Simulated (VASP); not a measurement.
Set up this calculation in VASP 6.6.1, as the native input.

```yaml
Task: single point
Functional: PBE
Potentials_or_basis: VASP PAW PBE potentials, release 64 (Pb_d, S)
Cutoff: 520 eV
k_mesh: 8 × 8 × 8
Occupations: gaussian, width 0.025 eV
Spin: no spin polarisation
Dipole_correction: no
Further_INCAR_settings: ALGO = Normal; EDIFF = 1e-06; NBANDS = 17
```

The structure of PbS (Galena) lies in POSCAR:

```
PbS
1.0
    0.0000000000      2.9657500000      2.9657500000
    2.9657500000      0.0000000000      2.9657500000
    2.9657500000      2.9657500000      0.0000000000
Pb S
1 1
Direct
    0.0000000000      0.0000000000      0.0000000000
    0.5000000000      0.5000000000      0.5000000000
```

The input as run:

INCAR

```
ALGO = Normal
EDIFF = 1E-6
ENCUT = 520
GGA = PE
ISIF = 2
ISMEAR = 0
LASPH = True
LCHARG = False
LREAL = False
LWAVE = False
NBANDS = 17
NELM = 80
PREC = Accurate
SIGMA = 0.025
```

KPOINTS

```
k-points
0
Gamma
  8 8 8
```

Potentials or basis: VASP PAW PBE potentials, release 64 (Pb_d, S).

Command:

```console
$ cat potpaw_PBE.64/Pb_d/POTCAR potpaw_PBE.64/S/POTCAR > POTCAR
$ mpirun -np 1 vasp_std > vasp.out
```

Results of the run:

The pressure is 2.1 GPa. The band gap on the k mesh is 0.36 eV, direct.

Caveat: spin-orbit coupling is left out, which moves the levels of the heavy elements.

Wall time 25 s on 1 thread of Intel Xeon 8259CL, on a shared host, peak memory 0.18 GiB.
